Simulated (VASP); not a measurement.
The system is RbLi.

```xyz
2
Lattice="3.4884 0.0000 0.0000 0.0000 3.4884 0.0000 0.0000 0.0000 4.5722" Properties=species:S:1:pos:R:3 pbc="T T T"
Rb    1.7442    1.7442    2.2861
Li    0.0000    0.0000    0.0000
```

* Program: VASP 6.6.1
* Task: relaxation of cell and atoms
* Functional: PBE
* Potentials or basis: VASP PAW PBE potentials, release 64 (Rb_sv, Li_sv)
* Cutoff: 600 eV
* k mesh: 6 × 6 × 4
* Occupations: gaussian, width 0.1 eV
* Spin: no spin polarisation

At the start: pressure 8.8 GPa; volume 27.82 Å³/atom.

Task: Where does the relaxation end?

Result: Over 8 steps the energy falls by 412.0 meV/atom and the volume is 48.20 Å³/atom (+73.3 %); space group P4/mmm (No. 123, to 0.05 Å).

The path:
| step | energy change (eV) | largest force (eV/Å) | pressure (GPa) | volume (Å³) |
| --- | --- | --- | --- | --- |
| 1 | 0.0000 | 0.0000 | 8.81 | 55.64 |
| 2 | -0.5062 | 0.0000 | 4.08 | 68.88 |
| 3 | -0.7920 | 0.0000 | 0.72 | 89.47 |
| 4 | -0.8059 | 0.0000 | 0.03 | 96.01 |
| 5 | -0.8123 | 0.0000 | 0.00 | 96.38 |
| 6 | -0.8226 | 0.0000 | -0.08 | 97.30 |
| 7 | -0.8235 | 0.0000 | -0.12 | 97.59 |
| 8 | -0.8240 | 0.0000 | -0.01 | 96.41 |

Final structure:
```
Rb Li
1.0
     4.28990    0.00000    0.00000
     0.00000    4.28990    0.00000
     0.00000    0.00000    5.23852
Rb Li
1 1
Direct
  0.50000 0.50000 0.50000
  0.00000 0.00000 0.00000
```

Caveat: the cutoff is under 1.25 times the usual one of these potentials, so pressure, stress and relaxed cells hold a basis-set (Pulay) error; the volume moved by over 15 % at a fixed basis, so the end points are rough.
